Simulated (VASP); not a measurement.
Write the native input for VASP 6.6.1 that does the following.

| Item | Value |
| --- | --- |
| Task | single point |
| Functional | r2SCAN |
| Potentials or basis | VASP PAW PBE potentials, release 64 (Sr_sv, O) |
| Cutoff | 520 eV |
| k mesh | 8 × 8 × 8 |
| Occupations | gaussian, width 0.01 eV |
| Spin | no spin polarisation |
| Dipole correction | no |
| Further INCAR settings | ALGO = Normal; EDIFF = 1e-06; NBANDS = 15 |

Crystal: SrO.

```
CELL_PARAMETERS angstrom
0.00000 2.79228 2.84868
2.79228 0.00000 2.84868
2.79228 2.79228 0.00000
ATOMIC_POSITIONS crystal
Sr 0.00000 0.00000 0.00000
O 0.25000 0.25000 0.25000
```

This cell differs from its parent crystal: uniaxial z strain +2.0%.

These files were run (other wordings do the same):

POSCAR

```
SrO
1.0
    0.0000000000      2.7922805169      2.8486845834
    2.7922805169      0.0000000000      2.8486845834
    2.7922805169      2.7922805169      0.0000000000
Sr O
1 1
Direct
    0.0000000000      0.0000000000      0.0000000000
    0.2500000000      0.2500000000      0.2500000000
```

INCAR.step1

```
SYSTEM = SrO
PREC     = Accurate       ! precision mode
ENCUT    = 520            ! plane-wave cutoff, eV
ISMEAR   = 0              ! smearing method
SIGMA    = 0.01           ! smearing width, eV
LREAL    = .FALSE.        ! projectors in reciprocal space
LASPH    = .TRUE.         ! aspherical terms in the spheres
NELM     = 100            ! most SCF steps
NBANDS   = 15             ! bands
GGA      = PE             ! functional
ALGO     = Normal         ! electronic algorithm
EDIFF    = 1E-4           ! SCF threshold, eV
LWAVE    = .TRUE.         ! write WAVECAR
LCHARG   = .FALSE.        ! write CHGCAR
```

INCAR.step2

```
SYSTEM = SrO
PREC     = Accurate       ! precision mode
ENCUT    = 520            ! plane-wave cutoff, eV
EDIFF    = 1E-6           ! SCF threshold, eV
ISMEAR   = 0              ! smearing method
SIGMA    = 0.01           ! smearing width, eV
LREAL    = .FALSE.        ! projectors in reciprocal space
LASPH    = .TRUE.         ! aspherical terms in the spheres
NELM     = 100            ! most SCF steps
ALGO     = Normal         ! electronic algorithm
ISIF     = 2              ! what is computed and relaxed
LWAVE    = .FALSE.        ! write WAVECAR
LCHARG   = .FALSE.        ! write CHGCAR
METAGGA  = R2SCAN         ! meta-GGA
LMIXTAU  = .TRUE.       
NBANDS   = 15             ! bands
ISTART   = 1
```

KPOINTS

```
Automatic mesh
0
G
  8 8 8
  0 0 0
```

Potentials or basis: VASP PAW PBE potentials, release 64 (Sr_sv, O).

Command:

```sh
$ cat potpaw_PBE.64/Sr_sv/POTCAR potpaw_PBE.64/O/POTCAR > POTCAR
$ cp INCAR.step1 INCAR
$ mpirun -np 1 vasp_std > vasp.out
$ cp INCAR.step2 INCAR
$ mpirun -np 1 vasp_std > vasp.out
```

Results of the run:

```yaml
Pressure: -0.9 GPa
Band_gap_on_the_k_mesh: 2.84 eV, indirect (least direct gap 3.65 eV)
```

Caveat: the cell differs from its parent crystal (uniaxial z strain +2.0%); the PAW data sets were made with another functional, which shifts forces and pressure a little.

Run time: 2.2 min on 1 thread of Intel(R) Xeon(R) Platinum 8375C CPU @ 2.90GHz (Ice Lake), on a shared host, peak memory 0.19 GiB.
